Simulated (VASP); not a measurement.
Here is a VASP 6.6.1 calculation.

INCAR

```
SYSTEM = CoSbH4
PREC = Accurate
ENCUT = 520
EDIFF = 1E-6
ISMEAR = 0
SIGMA = 0.2
LREAL = .FALSE.
LASPH = .TRUE.
NELM = 150
ALGO = Normal
ISIF = 2
LWAVE = .FALSE.
LCHARG = .FALSE.
ISPIN = 2
MAGMOM = 3 0 0 0 0 0
LORBIT = 11
LMAXMIX = 4
GGA = PE
NBANDS = 22
```

File KPOINTS:

```
Automatic mesh
0
G
  5 5 3
  0 0 0
```

File POSCAR:

```
CoSbH4
1.0
    2.6349790303     -2.6717848057      0.0000000000
    2.6349790303      2.6717848057      0.0000000000
    0.0000000000      0.0000000000      5.2059081122
Co Sb H
1 1 4
Direct
    0.5000000000      0.5000000000      0.5000000000
    0.0000000000      0.0000000000      0.5000000000
    0.5836154617      0.5836154617      0.7955823369
    0.4163845383      0.4163845383      0.7955823369
    0.4163845383      0.4163845383      0.2044176631
    0.5836154617      0.5836154617      0.2044176631
```

Potentials or basis: VASP PAW PBE potentials, release 64 (Co, Sb, H).

Command:

```bash
$ cat potpaw_PBE.64/Co/POTCAR potpaw_PBE.64/Sb/POTCAR potpaw_PBE.64/H/POTCAR > POTCAR
$ mpirun -np 1 vasp_std > vasp.out
```

Q: Predict the pressure.

A: 0.3 GPa.

Q: Predict the largest force.

A: 0.055 eV/Å.

Q: What does it give for the site moments?

A: Co +0.58; Sb +0.24; H +0.00 μB.

Q: Predict the net moment.

A: 1.21 μB per cell.

Stress tensor (GPa, compression positive):
```
-0.35  0.00  0.00
 0.00 -0.24  0.00
 0.00  0.00  1.36
```

Caveat: the k points lie up to 0.40 Å⁻¹ apart; a cell with one magnetic atom can't hold antiferromagnetic order, which such compounds often take.
